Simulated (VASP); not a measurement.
Here is a VASP 6.6.1 calculation.

The input INCAR:

```
ALGO = Normal
DIPOL = 0.5 0.5 0.323
EDIFF = 1E-6
ENCUT = 520
GGA = PE
IDIPOL = 3
ISIF = 2
ISMEAR = 0
IVDW = 12
LASPH = T
LCHARG = F
LDIPOL = T
LREAL = F
LWAVE = F
NBANDS = 42
NELM = 60
PREC = Accurate
SIGMA = 0.05
```

Contents of KPOINTS:

```
k-points
0
Gamma
  7 5 1
```

File POSCAR:

```
Ga3As3CO
1.0
    4.0137031111      0.0000000000      0.0000000000
    0.0000000000      5.6762333751      0.0000000000
    0.0000000000      0.0000000000     23.3352699083
Ga As O C
3 3 1 1
Direct
    0.5000000000      0.5000000000      0.1714143447
    0.0000000000      0.0653835255      0.2680035048
    0.5000000000      0.4894639609      0.3228546357
    0.0000000000      0.2500000000      0.1714143447
    0.5000000000      0.8102208698      0.2504948966
    0.0000000000      0.2887573198      0.3593388866
    0.1666666667      0.9554239865      0.4964703624
    0.1666666667      0.9554239865      0.5457519865
```

Potentials or basis: VASP PAW PBE potentials, release 64 (Ga_d, As, O, C).

Command:

```sh
$ cat potpaw_PBE.64/Ga_d/POTCAR potpaw_PBE.64/As/POTCAR potpaw_PBE.64/O/POTCAR potpaw_PBE.64/C/POTCAR > POTCAR
$ mpirun -np 1 vasp_std > vasp.out
```

Problem. Estimate the dispersion energy per atom.

Solution. -0.157 eV.

Problem. Predict the largest force.

Solution. 1.108 eV/Å.

Problem. Estimate the band gap on the k mesh.

Solution. 0.40 eV, indirect (least direct gap 0.75 eV).

Forces in eV/Å, atoms in the order of the input:
```
Ga   0.000 -0.311  1.029
Ga   0.000 -0.008  0.015
Ga   0.002  0.006  0.005
As   0.000  0.318 -1.061
As  -0.001  0.013 -0.013
As  -0.009  0.000  0.038
O    0.011 -0.028  0.718
C   -0.003  0.009 -0.731
```
